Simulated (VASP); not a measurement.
# TiSi2 (Fddd) in VASP: further runs, part 2 of 2

VASP 6.6.1. The steps go on from the part before.

## Step 3: Single point, PBE

This run uses another cell than the first one, of the same volume but with other edges.

Input file INCAR:

```
SYSTEM = TiSi2
PREC = Accurate
ENCUT = 520
EDIFF = 1E-7
ISMEAR = 0
SIGMA = 0.15
LREAL = .False.
LASPH = .True.
NELM = 60
ALGO = Normal
ISIF = 2
LWAVE = .False.
LCHARG = .False.
GGA = PE
NBANDS = 29
```

Input file KPOINTS:

```
regular mesh
0
Gamma
  14 14 14
  0 0 0
```

Input file POSCAR:

```
TiSi2
1.0
    0.0000000000      4.4544888331      3.6880454166
    2.5894892865      0.0000000000      3.6880454166
    2.5894892865      4.4544888331      0.0000000000
Ti Si
2 4
Direct
    0.7500000000      0.7500000000      0.7500000000
    0.5000000000      0.5000000000      0.5000000000
    0.0868244589      0.4131755411      0.0868244589
    0.4131755411      0.0868244589      0.4131755411
    0.1631755411      0.8368244589      0.1631755411
    0.8368244589      0.1631755411      0.8368244589
```

Potentials or basis: VASP PAW PBE potentials, release 64 (Ti_sv, Si).

The run is started by

```console
> cat potpaw_PBE.64/Ti_sv/POTCAR potpaw_PBE.64/Si/POTCAR > POTCAR
> mpirun -np 1 vasp_std > vasp.out
```

OUTCAR:

```text
SYSTEM = TiSi2
   PREC = Accurate
   ENCUT = 520
   EDIFF = 1E-7
   ISMEAR = 0
   LREAL = .False.
   LASPH = .True.
   NELM = 60
   ISIF = 2
   GGA = PE

 ion  position               nearest neighbor table
   1  0.750  0.750  0.750-   6 2.38   5 2.38   6 2.38   5 2.38   4 2.97   4 2.97   3 2.97   3 2.97
                             3 3.00   4 3.00
   2  0.500  0.500  0.500-   3 2.38   4 2.38   3 2.38   4 2.38   5 2.97   5 2.97   6 2.97   6 2.97
                             5 3.00   6 3.00
   3  0.087  0.413  0.087-   5 2.35   5 2.35   2 2.38   2 2.38   4 2.91   1 2.97   1 2.97   1 3.00
                             4 3.02   4 3.02
   4  0.413  0.087  0.413-   6 2.35   6 2.35   2 2.38   2 2.38   3 2.91   1 2.97   1 2.97   1 3.00
                             3 3.02   3 3.02
   5  0.163  0.837  0.163-   3 2.35   3 2.35   1 2.38   1 2.38   6 2.91   2 2.97   2 2.97   2 3.00
                             6 3.02   6 3.02
   6  0.837  0.163  0.837-   4 2.35   4 2.35   1 2.38   1 2.38   5 2.91   2 2.97   2 2.97   2 3.00
                             5 3.02   5 3.02

  LATTYP: Found a face centered orthorhombic cell.
 ALAT       =     5.1789785730
 B/A-ratio  =     1.4242365998
 C/A-ratio  =     1.7202190626

  Lattice vectors:

 A1 = (   0.0000000000,   4.4544888331,  -3.6880454166)
 A2 = (   2.5894892865,   4.4544888331,   0.0000000000)
 A3 = (   2.5894892865,   0.0000000000,  -3.6880454166)

Analysis of symmetry for initial positions (statically):
=====================================================================
 Subroutine PRICEL returns:
 Original cell was already a primitive cell.

 Routine SETGRP: Setting up the symmetry group for a
 face centered orthorhombic supercell.

 Subroutine GETGRP returns: Found  8 space group operations
 (whereof  4 operations were pure point group operations)
 out of a pool of  8 trial point group operations.

The static configuration has the point symmetry D_2 .
 The point group associated with its full space group is D_2h.

Analysis of symmetry for dynamics (positions and initial velocities):
=====================================================================
 Subroutine PRICEL returns:
 Original cell was already a primitive cell.

 Routine SETGRP: Setting up the symmetry group for a
 face centered orthorhombic supercell.

 Subroutine GETGRP returns: Found  8 space group operations
 (whereof  4 operations were pure point group operations)
 out of a pool of  8 trial point group operations.

The dynamic configuration has the point symmetry D_2 .
 The point group associated with its full space group is D_2h.

 Subroutine INISYM returns: Found  8 space group operations
 (whereof  4 operations are pure point group operations),
 and found     1 'primitive' translations

----------------------------------------------------------------------------------------

                                     Primitive cell

  volume of cell :      85.0821

  direct lattice vectors                    reciprocal lattice vectors
     0.000000000  4.454488833  3.688045417    -0.193088267  0.112246325  0.135573168
     2.589489287  0.000000000  3.688045417     0.193088267 -0.112246325  0.135573168
     2.589489287  4.454488833  0.000000000     0.193088267  0.112246325 -0.135573168
[... 41 lines left out ...]

 Subroutine IBZKPT returns following result:
 ===========================================

 Found    428 irreducible k-points:

 Following reciprocal coordinates:
            Coordinates               Weight
  0.000000  0.000000  0.000000      1.000000
  0.071429  0.000000  0.000000      8.000000
  0.142857  0.000000  0.000000      8.000000
  0.214286  0.000000  0.000000      8.000000
  0.285714  0.000000  0.000000      8.000000
  0.357143  0.000000  0.000000      8.000000
[... 16 lines left out ...]
  0.214286  0.142857 -0.000000      8.000000
  0.285714  0.142857  0.000000      8.000000
 [... further k-points ...]
   k-points           NKPTS =    428   k-points in BZ     NKDIM =    428   number of bands    NBANDS=     29
   number of dos      NEDOS =    301   number of ions     NIONS =      6
   total plane-waves  NPLWV =  69120
   dimension x,y,z NGX =    48 NGY =   36 NGZ =   40
   dimension x,y,z NGXF=    96 NGYF=   72 NGZF=   80
   ions per type =               2   4
   NGX,Y,Z   is equivalent  to a cutoff of  13.80, 13.28, 12.91 a.u.
   NGXF,Y,Z  is equivalent  to a cutoff of  27.60, 26.56, 25.81 a.u.
 SYSTEM =  TiSi2
   PREC   = accura    normal or accurate (medium, high low for compatibility)
   ISTART =      0    job   : 0-new  1-cont  2-samecut
   ICHARG =      2    charge: 1-file 2-atom 10-const
   ISPIN  =      1    spin polarized calculation?
   LNONCOLLINEAR =      F non collinear calculations
   LSORBIT =      F    spin-orbit coupling
   LASPH  =      T    aspherical Exc in radial PAW
   ENCUT  =  520.0 eV  38.22 Ry    6.18 a.u.  10.75  8.38  9.58*2*pi/ulx,y,z
   NELM   =     60;   NELMIN=  2; NELMDL= -5     # of ELM steps
   EDIFF  = 0.1E-06   stopping-criterion for ELM
   LREAL  =      F    real-space projection
   EDIFFG = 0.1E-05   stopping-criterion for IOM
   NSW    =      0    number of steps for IOM
   IBRION =     -1    ionic relax: 0-MD 1-quasi-New 2-CG
   NFREE  =      0    steps in history (QN), initial steepest desc. (CG)
   ISIF   =      2    stress and relaxation
   ISYM   =      2    0-nonsym 1-usesym 2-fastsym
   POTIM  = 0.5000    time-step for ionic-motion
   TEBEG  =    0.0;   TEEND  =   0.0 temperature during run
   PSTRESS=    0.0 pullay stress
   NELECT =      40.0000    total number of electrons
   NUPDOWN=      -1.0000    fix difference up-down
   EMIN   =  10.00;   EMAX   =-10.00  energy-range for DOS
   EFERMI =   0.00;   METHOD = LEGACY
   ISMEAR =     0;   SIGMA  =   0.15  broadening in eV -4-tet -1-fermi 0-gaus
   EFERMI_NEDOS =   21; number of points for ismear=-14 and -15
   IALGO  =     38    algorithm
   IMIX   =      4    mixing-type and parameters
     AMIX     =   0.40;   BMIX     =  1.00
     AMIX_MAG =   1.60;   BMIX_MAG =  1.00
  volume/ion in A,a.u.               =      14.18        95.69
  Fermi-wavevector in a.u.,A,eV,Ry     =   1.272962  2.405549 22.047316  1.620432
  Thomas-Fermi vector in A             =   2.405812
   LORBIT       =      0    0 simple, 1 ext, 2 COOP (PROOUT), +10 PAW based schemes
   GGA     = PE    functional components
   LHFCALC =     F    Hartree Fock is set to
   AEXX    =    0.0000 exact exchange contribution
   IVDW    =     0    specifies the selected vdW correction
   LEPSILON=     F    determine dielectric tensor
   LRPA    =     F    only Hartree local field effects (RPA)
 non-spin polarized calculation
 Gauss-broadening in eV      SIGMA  =   0.15
  energy-cutoff  :      520.00
  volume of cell :       85.08
 maximum number of plane-waves:      2321
 NGX is ok and might be reduce to    48

 number of electron      39.9999997 magnetization

 Free energy of the ion-electron system (eV)
  ---------------------------------------------------
  ext. energy  EPLUGINS =         0.00000000
  ---------------------------------------------------
  free energy    TOTEN  =       -37.96475543 eV

  energy without entropy =      -37.94065942  energy(sigma->0) =      -37.95270742

 E-fermi :   9.8783     XC(G=0): -11.6144

 val. band max:        9.8770792165   @ k =   0.4286   0.1429   0.1429
 cond. band min:       9.8830705021   @ k =  -0.4286   0.2143   0.2857
 fundamental gap:      0.0059912856
 Fermi energy:         9.8783123698

 k-point     1 :       0.0000    0.0000    0.0000
  band No.  band energies     occupation
      1     -46.2883      2.00000
      2     -46.2573      2.00000
      3     -22.7495      2.00000
      4     -22.6622      2.00000
      5     -22.6388      2.00000
      6     -22.6022      2.00000
[... 757 lines left out ...]
     28      13.7158      0.00000
     29      14.0379      0.00000

 [... further k-points ...]
[... 5 lines left out ...]
  --------------------------------------------------------------------------------------
  -------------------------------------------------------------------------------------
  Total       -0.8664256     -5.6885939     32.0030445      0.0000000      0.0000000      0.0000000
  in kB      -16.3156208   -107.1216535    602.6478728      0.0000000      0.0000000      0.0000000
  external PRESSURE =     159.7368662 kB  Pullay stress =       0.0000000 kB

 VOLUME and BASIS-vectors are now :
 -----------------------------------------------------------------------------
  energy-cutoff  :      520.00
  volume of cell :       85.08
      direct lattice vectors                 reciprocal lattice vectors
     0.000000000  4.454488833  3.688045417    -0.193088267  0.112246325  0.135573168
     2.589489287  0.000000000  3.688045417     0.193088267 -0.112246325  0.135573168
     2.589489287  4.454488833  0.000000000     0.193088267  0.112246325 -0.135573168

 POSITION                                       TOTAL-FORCE (eV/Angst)
 -----------------------------------------------------------------------------------
      3.88423      6.68173      5.53207        -0.000000     -0.000000     -0.000000
      2.58949      4.45449      3.68805         0.000000     -0.000000      0.000000
      1.29474      0.77352      1.84402        -0.000000     -0.074531     -0.000000
      1.29474      3.68097      1.84402        -0.000000      0.074531     -0.000000
      2.58949      1.45373      3.68805        -0.000000      0.074531      0.000000
      2.58949      7.45525      3.68805        -0.000000     -0.074531      0.000000
 -----------------------------------------------------------------------------------
    total drift:                               -0.000000     -0.000000      0.000000

  FREE ENERGIE OF THE ION-ELECTRON SYSTEM (eV)
  ---------------------------------------------------
  free  energy   TOTEN  =       -37.9647554254 eV

  energy  without entropy=      -37.9406594229  energy(sigma->0) =      -37.95270742
```

OSZICAR:

```text
N       E                     dE             d eps       ncg     rms          rms(c)
DAV:   1     0.395524001161E+03    0.39552E+03   -0.18874E+04 24824   0.146E+03
DAV:   2     0.549782901109E+01   -0.39003E+03   -0.37917E+03 24994   0.429E+02
DAV:   3    -0.374726136718E+02   -0.42970E+02   -0.42044E+02 41354   0.120E+02
DAV:   4    -0.411745865765E+02   -0.37020E+01   -0.36803E+01 35276   0.310E+01
DAV:   5    -0.413839678735E+02   -0.20938E+00   -0.20932E+00 37133   0.648E+00    0.190E+01
DAV:   6    -0.386751241592E+02    0.27088E+01   -0.31519E+01 35278   0.394E+01    0.751E+00
DAV:   7    -0.380467856721E+02    0.62834E+00   -0.67894E+00 33342   0.190E+01    0.579E+00
DAV:   8    -0.379799396012E+02    0.66846E-01   -0.88585E-01 37072   0.769E+00    0.134E+00
DAV:   9    -0.379633541304E+02    0.16585E-01   -0.17179E-01 32641   0.329E+00    0.515E-01
DAV:  10    -0.379649037548E+02   -0.15496E-02   -0.75696E-03 32961   0.606E-01    0.201E-01
DAV:  11    -0.379648655417E+02    0.38213E-04   -0.42312E-03 38923   0.480E-01    0.150E-01
DAV:  12    -0.379647570268E+02    0.10851E-03   -0.10063E-03 34603   0.245E-01    0.141E-02
DAV:  13    -0.379647552619E+02    0.17649E-05   -0.26990E-05 30766   0.444E-02    0.106E-02
DAV:  14    -0.379647557785E+02   -0.51658E-06   -0.24446E-06 32446   0.130E-02    0.361E-03
DAV:  15    -0.379647555015E+02    0.27699E-06   -0.64573E-07 28820   0.570E-03    0.111E-03
DAV:  16    -0.379647554254E+02    0.76070E-07   -0.91914E-08 18581   0.225E-03
   1 F= -.37964755E+02 E0= -.37952707E+02  d E =-.240960E-01
```

stdout:

```text
POSCAR found type information on POSCAR TiSi
 POSCAR found :  2 types and       6 ions
 scaLAPACK will be used
 LDA part: xc-table for (Slater+PW92), standard interpolation
 POSCAR, INCAR and KPOINTS ok, starting setup
 FFT: planning ... GRIDC
 FFT: planning ... GRID_SOFT
 FFT: planning ... GRID
 WAVECAR not read
 entering main loop
```

Run time: 35 min. Hardware: 1 thread of Intel Xeon 8259CL, shared host; peak memory 0.89 GiB.

What came out:

```
Free energy            : -37.9648 eV
Pressure               : 16.0 GPa
Largest force          : 0.075 eV/Å
Band gap on the k mesh : zero (bands 20 and 21 overlap by 1.64 eV)
```

Forces on the atoms (eV/Å):
```
Ti   0.000  0.000  0.000
Ti   0.000  0.000  0.000
Si   0.000 -0.075  0.000
Si   0.000  0.075  0.000
Si   0.000  0.075  0.000
Si   0.000 -0.075  0.000
```

Caveat: the stress differs along the axes, from -11 to 60 GPa.

## Step 4: Single point, PBE

This run uses another cell than the first one, of the same volume but with other edges.

Input file INCAR:

```
PREC = Accurate
ENCUT = 520
EDIFF = 1E-7
ISMEAR = 0
SIGMA = 0.15
LREAL = F
LASPH = T
NELM = 60
ALGO = Normal
ISIF = 2
LWAVE = F
LCHARG = F
GGA = PE
NBANDS = 29
```

Input file KPOINTS:

```
Automatic mesh
0
Gamma
  14 14 14
```

Edit POSCAR of step 3 so:

```diff
@@ -2,5 +2,5 @@
 1.0
-    0.0000000000      4.4544888331      3.6880454166
-    2.5894892865      0.0000000000      3.6880454166
-    2.5894892865      4.4544888331      0.0000000000
+    0.0000000000      4.3653750470      3.8401561693
+    2.5376855436      0.0000000000      3.8401561693
+    2.5376855436      4.3653750470      0.0000000000
 Ti Si
```

The run is started by

```console
> cat potpaw_PBE.64/Ti_sv/POTCAR potpaw_PBE.64/Si/POTCAR > POTCAR
> mpirun -np 1 vasp_std > vasp.out
```

Run time: 34 min. Hardware: 1 thread of Intel Xeon 8259CL, shared host; peak memory 0.89 GiB.

Results (log left out):

```yaml
Free_energy: -39.2296 eV
Pressure: 9.9 GPa
Largest_force: 0.117 eV/Å
Band_gap_on_the_k_mesh: zero (bands 20 and 21 overlap by 1.80 eV)
```

Forces in eV/Å, atoms in the order of the input:
```
Ti   0.000  0.000  0.000
Ti   0.000  0.000  0.000
Si   0.000 -0.117  0.000
Si   0.000  0.117  0.000
Si   0.000  0.117  0.000
Si   0.000 -0.117  0.000
```

Stress tensor (GPa, compression positive):
```
 -3.72   0.00   0.00
  0.00 -10.27   0.00
  0.00   0.00  43.82
```

Levels at points of the mesh, in eV from the Fermi level:
```csv
k point,band 18,band 19,band 20,band 21,band 22,band 23
"(0.00, 0.00, 0.00)",-1.81,-1.58,-1.00,-0.75,2.16,2.19
"(0.50, 0.00, 0.00)",-1.35,-0.43,0.08,0.83,1.52,1.60
"(0.50, 0.50, 0.00)",-2.01,-0.89,-0.89,1.50,1.50,2.96
"(0.50, 0.00, 0.50)",-1.70,-0.93,-0.93,0.76,0.76,2.86
"(0.00, 0.50, 0.50)",-1.13,-0.90,-0.90,0.88,0.88,2.50
```

Caveat: the stress differs along the axes, from -10 to 44 GPa.

## Step 5: Summary

| cell | gap on the mesh (eV) | pressure (GPa) | largest force (eV/Å) |
| --- | --- | --- | --- |
| a = 5.909, b = 4.825, c = 4.849 Å, angles 75.3, 52.2, 52.5°, 6 atoms | none | 1.5 | 0.05 |
| a = 5.783, b = 4.506, c = 5.152 Å, angles 73.2, 48.2, 58.5°, 6 atoms | none | 16.0 | 0.07 |
| a = 5.814, b = 4.603, c = 5.049 Å, angles 73.9, 49.5, 56.6°, 6 atoms | none | 9.9 | 0.12 |

Alike in all rows: task single point; level PBE; potentials or basis VASP PAW PBE potentials, release 64 (Ti_sv, Si); no spin polarisation; k mesh 14 × 14 × 14; cutoff (eV) 520; smearing gaussian 0.15 eV.

Caveats: the stress differs along the axes, from -4 to 10 GPa (at least some runs); the stress differs along the axes, from -11 to 60 GPa (at least some runs); the stress differs along the axes, from -10 to 44 GPa (at least some runs).

Absolute energies hang on the potentials; compare differences alone.
